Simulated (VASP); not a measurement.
# F (C2/m) in VASP: further runs, part 2 of 2

VASP 6.6.1.

**3. Single point, PBEsol**

File INCAR:

```
SYSTEM = F
  PREC = Accurate
  ENCUT = 520
  EDIFF = 1E-6
  ISMEAR = 0
  SIGMA = 0.05
  LREAL = .False.
  LASPH = .True.
  NELM = 60
  ALGO = Normal
  ISIF = 2
  LWAVE = .False.
  LCHARG = .True.
  GGA = PS
  LELF = .True.
  LVHAR = .True.
  NBANDS = 22
```

File KPOINTS:

```
Automatic mesh
0
Gamma
  4 4 2
  0 0 0
```

File POSCAR:

```
F
1.0
    2.9943327316     -1.8348924669     -0.2309487719
    2.9943327316      1.8348924669     -0.2309487719
   -2.2174034129      0.0000000000      7.3341131142
F
4
Direct
    0.0848459664      0.0848459664      0.0940038325
    0.9151540336      0.9151540336      0.9059961675
    0.5015719855      0.5015719855      0.5937195244
    0.4984280145      0.4984280145      0.4062804756
```

Potentials or basis: VASP PAW PBE potentials, release 64 (F).

Launch:

```console
> cat potpaw_PBE.64/F/POTCAR > POTCAR
> mpirun -np 1 vasp_std > vasp.out
```

OUTCAR:

```text
SYSTEM = F
   PREC = Accurate
   ENCUT = 520
   EDIFF = 1E-6
   ISMEAR = 0
   LREAL = .False.
   LASPH = .True.
   NELM = 60
   ISIF = 2
   GGA = PS

 ion  position               nearest neighbor table
   1  0.085  0.085  0.094-   2 1.43
   2  0.915  0.915  0.906-   1 1.43
   3  0.502  0.502  0.594-   4 1.43
   4  0.498  0.498  0.406-   3 1.43

  LATTYP: Found a base centered monoclinic cell.
 ALAT       =     6.0064518121
 B/A-ratio  =     0.6109738409
 C/A-ratio  =     1.2756266745
 COS(beta)  =    -0.3621555463

  Lattice vectors:

 A1 = (   2.9943327316,  -1.8348924669,  -0.2309487719)
 A2 = (   2.9943327316,   1.8348924669,  -0.2309487719)
 A3 = (  -2.2174034129,   0.0000000000,   7.3341131142)

Analysis of symmetry for initial positions (statically):
=====================================================================
 Subroutine PRICEL returns:
 Original cell was already a primitive cell.

 Routine SETGRP: Setting up the symmetry group for a
 base centered monoclinic supercell.

 Subroutine GETGRP returns: Found  4 space group operations
 (whereof  4 operations were pure point group operations)
 out of a pool of  4 trial point group operations.

The static configuration has the point symmetry C_2h.

Analysis of symmetry for dynamics (positions and initial velocities):
=====================================================================
 Subroutine PRICEL returns:
 Original cell was already a primitive cell.

 Routine SETGRP: Setting up the symmetry group for a
 base centered monoclinic supercell.

 Subroutine GETGRP returns: Found  4 space group operations
 (whereof  4 operations were pure point group operations)
 out of a pool of  4 trial point group operations.

The dynamic configuration has the point symmetry C_2h.
[... 106 lines left out ...]
   EFERMI =   0.00;   METHOD = LEGACY
   ISMEAR =     0;   SIGMA  =   0.05  broadening in eV -4-tet -1-fermi 0-gaus
   EFERMI_NEDOS =   21; number of points for ismear=-14 and -15
   IALGO  =     38    algorithm
   IMIX   =      4    mixing-type and parameters
     AMIX     =   0.40;   BMIX     =  1.00
     AMIX_MAG =   1.60;   BMIX_MAG =  1.00
  volume/ion in A,a.u.               =      19.68       132.79
  Fermi-wavevector in a.u.,A,eV,Ry     =   1.159971  2.192028 18.307089  1.345533
  Thomas-Fermi vector in A             =   2.296558
   LORBIT       =      0    0 simple, 1 ext, 2 COOP (PROOUT), +10 PAW based schemes
   GGA     = PS    functional components
   LHFCALC =     F    Hartree Fock is set to
   AEXX    =    0.0000 exact exchange contribution
   IVDW    =     0    specifies the selected vdW correction
   LEPSILON=     F    determine dielectric tensor
   LRPA    =     F    only Hartree local field effects (RPA)
 non-spin polarized calculation
 Gauss-broadening in eV      SIGMA  =   0.05
  energy-cutoff  :      520.00
  volume of cell :       78.71
 maximum number of plane-waves:      2134
 NGX is ok and might be reduce to    28
   NGX = 13   NGY = 13   NGZ = 29

 number of electron      28.0000008 magnetization

 Free energy of the ion-electron system (eV)
  ---------------------------------------------------
  ext. energy  EPLUGINS =         0.00000000
  ---------------------------------------------------
  free energy    TOTEN  =        -7.78639108 eV

  energy without entropy =       -7.78639108  energy(sigma->0) =       -7.78639108

 E-fermi :  -5.7357     XC(G=0):  -6.6799

 val. band max:       -6.0084788385   @ k =   0.5000   0.5000   0.0000
 cond. band min:      -3.3375927653   @ k =   0.0000   0.0000   0.0000
 fundamental gap:      2.6708860732
 Fermi energy:        -5.7357175576

 k-point     1 :       0.0000    0.0000    0.0000
  band No.  band energies     occupation
      1     -30.5960      2.00000
      2     -30.4269      2.00000
      3     -24.5432      2.00000
      4     -24.3026      2.00000
      5     -12.4161      2.00000
      6     -11.8451      2.00000
[... 339 lines left out ...]
     21       9.0206      0.00000
     22       9.0874      0.00000

------------------------ aborting loop because EDIFF is reached ----------------------------------------

  FORCE on cell =-STRESS in cart. coord.  units (eV):
  Direction    XX          YY          ZZ          XY          YZ          ZX
  --------------------------------------------------------------------------------------
  -------------------------------------------------------------------------------------
  Total       -0.4775656     -0.2567113     -1.8938017      0.0000000      0.0000000     -0.1229422
  in kB       -9.7208141     -5.2253405    -38.5482038      0.0000000      0.0000000     -2.5024792
  external PRESSURE =     -17.8314528 kB  Pullay stress =       0.0000000 kB

 VOLUME and BASIS-vectors are now :
 -----------------------------------------------------------------------------
  energy-cutoff  :      520.00
  volume of cell :       78.71
      direct lattice vectors                 reciprocal lattice vectors
     2.994332732 -1.834892467 -0.230948772     0.170968962 -0.272495533  0.051690934
     2.994332732  1.834892467 -0.230948772     0.170968962  0.272495533  0.051690934
    -2.217403413  0.000000000  7.334113114     0.010767511  0.000000000  0.139604598

 POSITION                                       TOTAL-FORCE (eV/Angst)
 -----------------------------------------------------------------------------------
      0.29967      0.00000      0.65024        -0.267841      0.000000     -0.564280
      3.47159      0.00000      6.22197         0.267841      0.000000      0.564280
      1.68723      0.00000      4.12273         0.177078      0.000000     -0.613636
      2.08403      0.00000      2.74948        -0.177078      0.000000      0.613636
 -----------------------------------------------------------------------------------
    total drift:                                0.000000      0.000000     -0.000000

  FREE ENERGIE OF THE ION-ELECTRON SYSTEM (eV)
  ---------------------------------------------------
  free  energy   TOTEN  =        -7.7863910802 eV

  energy  without entropy=       -7.7863910802  energy(sigma->0) =       -7.78639108
```

Wall time 51 s (1 thread of AMD EPYC 7R13, shared host); peak memory 0.19 GiB.

What came out:

```
Free energy            : -7.7864 eV
Pressure               : -1.8 GPa
Largest force          : 0.639 eV/Å
Band gap on the k mesh : 2.67 eV, indirect (least direct gap 2.73 eV)
```

Forces on the atoms (eV/Å):
```
F   -0.268  0.000 -0.564
F    0.268  0.000  0.564
F    0.177  0.000 -0.614
F   -0.177  0.000  0.614
```

Stress tensor (GPa, compression positive):
```
-0.97  0.00 -0.25
 0.00 -0.52  0.00
-0.25  0.00 -3.85
```

Levels at points of the mesh, in eV from the valence-band top:
```tsv
k point	band 11	band 12	band 13	band 14	band 15	band 16	band 17	band 18
(0.00, 0.00, 0.00)	-0.26	-0.16	-0.08	-0.06	2.67	3.43	8.71	11.10
(0.50, 0.00, 0.00)	-0.35	-0.25	-0.25	-0.13	3.07	3.17	12.53	12.67
(0.50, 0.50, 0.00)	-0.33	-0.28	-0.18	0.00	3.02	3.18	13.00	13.38
(0.00, 0.00, 0.50)	-0.25	-0.16	-0.12	-0.06	2.99	3.09	9.50	9.52
(0.50, 0.00, 0.50)	-0.43	-0.28	-0.17	-0.05	2.89	3.31	12.42	13.28
(0.50, 0.50, 0.50)	-0.36	-0.23	-0.18	-0.09	3.07	3.17	12.74	12.85
```

Caveat: the k points lie up to 0.51 Å⁻¹ apart; the PAW data sets were made with another functional, which shifts forces and pressure a little. A k mesh can miss the band edges.

**4. Single point, PBEsol**

This run uses another cell than the first one, of 16.91 Å³/atom, 0.859 times its volume.

File INCAR:

```
SYSTEM = F
PREC = Accurate
ENCUT = 520
EDIFF = 1E-6
ISMEAR = 0
SIGMA = 0.05
LREAL = .FALSE.
LASPH = .TRUE.
NELM = 60
ALGO = Normal
ISIF = 2
LWAVE = .FALSE.
LCHARG = .FALSE.
GGA = PS
NBANDS = 22
```

File KPOINTS:

```
regular mesh
0
G
  4 4 2
  0 0 0
```

File POSCAR:

```
F
1.0
    3.0680205209     -1.6804503409     -0.2366322099
    3.0680205209      1.6804503409     -0.2366322099
   -2.3317142259      0.0000000000      6.7400156646
F
4
Direct
    0.0848459664      0.0848459664      0.0940038325
    0.9151540336      0.9151540336      0.9059961675
    0.5015719855      0.5015719855      0.5937195244
    0.4984280145      0.4984280145      0.4062804756
```

Launch:

```console
> cat potpaw_PBE.64/F/POTCAR > POTCAR
> mpirun -np 1 vasp_std > vasp.out
```

It took 13 s on 1 thread of AMD EPYC 9R45 (Zen 5), shared host; peak memory 0.15 GiB.

Results (log left out):

```yaml
Free_energy: -7.4968 eV
Pressure: 8.0 GPa
Largest_force: 3.902 eV/Å
Band_gap_on_the_k_mesh: 3.87 eV, indirect (least direct gap 4.00 eV)
```

Forces in eV/Å, atoms in the order of the input:
```
F    1.772  0.000  3.451
F   -1.772  0.000 -3.451
F   -1.242  0.000  3.699
F    1.242  0.000 -3.699
```

Stress tensor (GPa, compression positive):
```
 3.42  0.00  1.46
 0.00 -0.42  0.00
 1.46  0.00 20.99
```

Levels at points of the mesh, in eV from the valence-band top:
| k point | band 11 | band 12 | band 13 | band 14 | band 15 | band 16 | band 17 | band 18 |
| --- | --- | --- | --- | --- | --- | --- | --- | --- |
| (0.00, 0.00, 0.00) | -0.46 | -0.21 | -0.17 | -0.13 | 3.87 | 4.80 | 8.49 | 10.97 |
| (0.50, 0.00, 0.00) | -0.47 | -0.42 | -0.36 | -0.26 | 4.40 | 4.47 | 12.61 | 12.77 |
| (0.50, 0.50, 0.00) | -0.42 | -0.34 | -0.24 | 0.00 | 4.34 | 4.43 | 12.69 | 12.95 |
| (0.00, 0.00, 0.50) | -0.38 | -0.28 | -0.20 | -0.14 | 4.25 | 4.32 | 9.47 | 9.48 |
| (0.50, 0.00, 0.50) | -0.64 | -0.46 | -0.27 | -0.10 | 4.20 | 4.64 | 12.55 | 13.39 |
| (0.50, 0.50, 0.50) | -0.44 | -0.34 | -0.20 | -0.14 | 4.37 | 4.45 | 12.32 | 12.52 |

Caveat: the k points lie up to 0.54 Å⁻¹ apart; the PAW data sets were made with another functional, which shifts forces and pressure a little. A k mesh can miss the band edges.

**5. Single point, PBEsol**

This run uses another cell than the first one, of 16.91 Å³/atom, 0.859 times its volume.

File INCAR:

```
SYSTEM = F
  PREC = Accurate
  ENCUT = 520
  EDIFF = 1E-7
  ISMEAR = 0
  SIGMA = 0.05
  LREAL = .FALSE.
  LASPH = .TRUE.
  NELM = 80
  ALGO = Normal
  ISIF = 2
  LWAVE = .FALSE.
  LCHARG = .TRUE.
  GGA = PS
  LELF = .TRUE.
  LVHAR = .TRUE.
  NBANDS = 22
```

KPOINTS is that of step 4.

File POSCAR:

```
F
1.0
    2.8773128062     -1.7352468866     -0.2219231858
    2.8773128062      1.7352468866     -0.2219231858
   -2.1391082662      0.0000000000      6.9390760206
F
4
Direct
    0.0848459664      0.0848459664      0.0940038325
    0.9151540336      0.9151540336      0.9059961675
    0.5015719855      0.5015719855      0.5937195244
    0.4984280145      0.4984280145      0.4062804756
```

Launch:

```console
> cat potpaw_PBE.64/F/POTCAR > POTCAR
> mpirun -np 1 vasp_std > vasp.out
```

Wall time 16 s (1 thread of AMD EPYC 9R45 (Zen 5), shared host); peak memory 0.15 GiB.

It converged, with:

| Item | Value |
| --- | --- |
| Free energy | -7.6610 eV |
| Pressure | 5.1 GPa |
| Largest force | 2.481 eV/Å |
| Band gap on the k mesh | 3.48 eV, indirect (least direct gap 3.58 eV) |

Forces on the atoms (eV/Å):
```
F    1.047  0.000  2.239
F   -1.047  0.000 -2.239
F   -0.717  0.000  2.375
F    0.717  0.000 -2.375
```

Stress tensor (GPa, compression positive):
```
 1.80  0.00  1.03
 0.00 -0.45  0.00
 1.03  0.00 13.84
```

Levels at points of the mesh, in eV from the valence-band top:
```csv
k point,band 11,band 12,band 13,band 14,band 15,band 16,band 17,band 18
"(0.00, 0.00, 0.00)",-0.36,-0.20,-0.13,-0.10,3.48,4.47,8.66,11.04
"(0.50, 0.00, 0.00)",-0.46,-0.37,-0.32,-0.20,4.02,4.12,12.74,12.91
"(0.50, 0.50, 0.00)",-0.42,-0.36,-0.25,0.00,3.95,4.12,13.01,13.59
"(0.00, 0.00, 0.50)",-0.32,-0.20,-0.19,-0.11,3.89,3.99,9.55,9.57
"(0.50, 0.00, 0.50)",-0.59,-0.38,-0.24,-0.08,3.79,4.31,12.65,13.57
"(0.50, 0.50, 0.50)",-0.46,-0.34,-0.22,-0.13,4.02,4.12,12.85,13.04
```

Caveat: the k points lie up to 0.54 Å⁻¹ apart; the PAW data sets were made with another functional, which shifts forces and pressure a little.

**6. Summary**

```tsv
cell	gap on the mesh (eV)	pressure (GPa)	largest force (eV/Å)
a = 3.497, b = 3.497, c = 7.687 Å, angles 107.7, 107.7, 63.7°, 4 atoms	2.61	-2.1	0.80
a = 3.519, b = 3.519, c = 7.662 Å, angles 108.0, 108.0, 62.8°, 4 atoms	2.67	-1.8	0.64
a = 3.506, b = 3.506, c = 7.132 Å, angles 110.5, 110.5, 57.3°, 4 atoms	3.87	8.0	3.90
a = 3.367, b = 3.367, c = 7.261 Å, angles 108.3, 108.3, 62.0°, 4 atoms	3.48	5.1	2.48
```

Alike in all rows: task single point; level PBEsol; potentials or basis VASP PAW PBE potentials, release 64 (F); no spin polarisation; k mesh 4 × 4 × 2; cutoff (eV) 520; smearing gaussian 0.05 eV.

Caveats: all runs use coarse meshes; the PAW data sets were made with another functional, which shifts forces and pressure a little.

Total energies depend on the potentials used, so only differences within one code and one set of settings carry meaning.
